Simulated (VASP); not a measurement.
The system is Cu3Re.

```
CELL_PARAMETERS angstrom
3.48160 0.00000 0.00000
0.00000 3.48160 0.00000
0.00000 0.00000 4.86509
ATOMIC_POSITIONS crystal
Cu 0.50000 0.50000 0.24418
Cu 0.50000 0.50000 0.75582
Cu 0.00000 0.00000 0.00000
Re 0.00000 0.00000 0.50000
```

The cell was generated, and may not be a known phase.

| Property | Result |
| --- | --- |
| Program | VASP 6.6.1 |
| Task | relaxation of cell and atoms |
| Functional | PBE |
| Potentials or basis | VASP PAW PBE potentials, release 64 (Cu_sv_GW, Re_sv_GW) |
| Cutoff | 820 eV |
| k mesh | 6 × 6 × 4 |
| Occupations | gaussian, width 0.1 eV |
| Spin | no spin polarisation |

At the start: pressure -13.1 GPa; volume 14.74 Å³/atom.

Q: Where does the relaxation end?

A: Over 16 steps the energy falls by 501.5 meV/atom and the volume is 12.38 Å³/atom (-16.0 %); space group P4/mmm (No. 123, to 0.1 Å) before and after.

Step by step:
| step | energy change (eV) | largest force (eV/Å) | pressure (GPa) | volume (Å³) |
| --- | --- | --- | --- | --- |
| 1 | 0.0000 | 0.6460 | -13.12 | 58.97 |
| 2 | -1.2435 | 0.7274 | 12.02 | 48.85 |
| 3 | -1.2438 | 0.7152 | 11.76 | 48.91 |
| 4 | -1.6512 | 0.4814 | -3.26 | 51.45 |
| 5 | -1.6740 | 0.4371 | -5.06 | 51.88 |
| 6 | -1.6977 | 0.3386 | -8.10 | 52.70 |
| 7 | -1.8744 | 0.4741 | 6.04 | 48.92 |
| 8 | -1.8701 | 0.4816 | 12.77 | 47.51 |
| 9 | -1.8788 | 0.5012 | 9.48 | 48.17 |
| 10 | -1.9466 | 0.2092 | 9.70 | 47.83 |
| 11 | -1.9219 | 0.1042 | 9.89 | 47.41 |
| 12 | -1.9520 | 0.1061 | 9.85 | 47.71 |
| 13 | -2.0009 | 0.0068 | 2.89 | 48.94 |
| 14 | -2.0061 | 0.0485 | 0.06 | 49.48 |
| 15 | -2.0061 | 0.0528 | -0.07 | 49.52 |
| 16 | -2.0062 | 0.0379 | 0.06 | 49.53 |

Final structure:
```
Cu Re
1.0
     2.70702    0.00000    0.00000
     0.00000    2.70702    0.00000
     0.00000    0.00000    6.75840
Cu Re
3 1
Cartesian
  1.3535 1.3535 1.5778
  1.3535 1.3535 5.1806
  0.0000 0.0000 0.0000
  0.0000 0.0000 3.3792
```

Caveat: the volume moved by over 15 % at a fixed basis, so the end points are rough.
